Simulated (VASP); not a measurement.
Set up this calculation in VASP 6.6.1, as the native input.

* Task: single point
* Functional: PBE
* Potentials or basis: VASP PAW PBE potentials, release 64 (Ga_d)
* Cutoff: 520 eV
* k mesh: 9 × 9 × 8
* Occupations: fermi-dirac, width 0.05 eV
* Spin: no spin polarisation
* Dipole correction: no
* Further INCAR settings: ALGO = Normal; EDIFF = 1e-07; NBANDS = 34

The structure of Ga lies in POSCAR:

```
Ga
1.0
    2.2553500000     -3.8224000000      0.0000000000
    2.2553500000      3.8224000000      0.0000000000
    0.0000000000      0.0000000000      4.6070340000
Ga
4
Direct
    0.1525000000      0.8475000000      0.0785000000
    0.6525000000      0.3475000000      0.4215000000
    0.8475000000      0.1525000000      0.9215000000
    0.3475000000      0.6525000000      0.5785000000
```

This cell differs from its parent crystal: zz strain of +2 %.

The input as run:

INCAR

```
PREC = Accurate ; ENCUT = 520
EDIFF = 1E-7 ; ISMEAR = -1
SIGMA = 0.05 ; LREAL = F
LASPH = T ; NELM = 60
ALGO = Normal ; ISIF = 2
LWAVE = F ; LCHARG = F
GGA = PE ; NBANDS = 34
```

KPOINTS

```
regular mesh
0
Gamma
  9 9 8
```

Potentials or basis: VASP PAW PBE potentials, release 64 (Ga_d).

Command:

```bash
$ cat potpaw_PBE.64/Ga_d/POTCAR > POTCAR
$ mpirun -np 1 vasp_std > vasp.out
```

It gave:

- Pressure: 1.3 GPa
- Largest force: 0.489 eV/Å
- Band gap on the k mesh: zero (bands 26 and 27 overlap by 1.22 eV)

Caveat: the cell differs from its parent crystal (zz strain of +2 %).

It took 120 s on 1 thread of Intel(R) Xeon(R) 6975P-C (Granite Rapids), with other jobs on the host, peak memory 0.36 GiB.
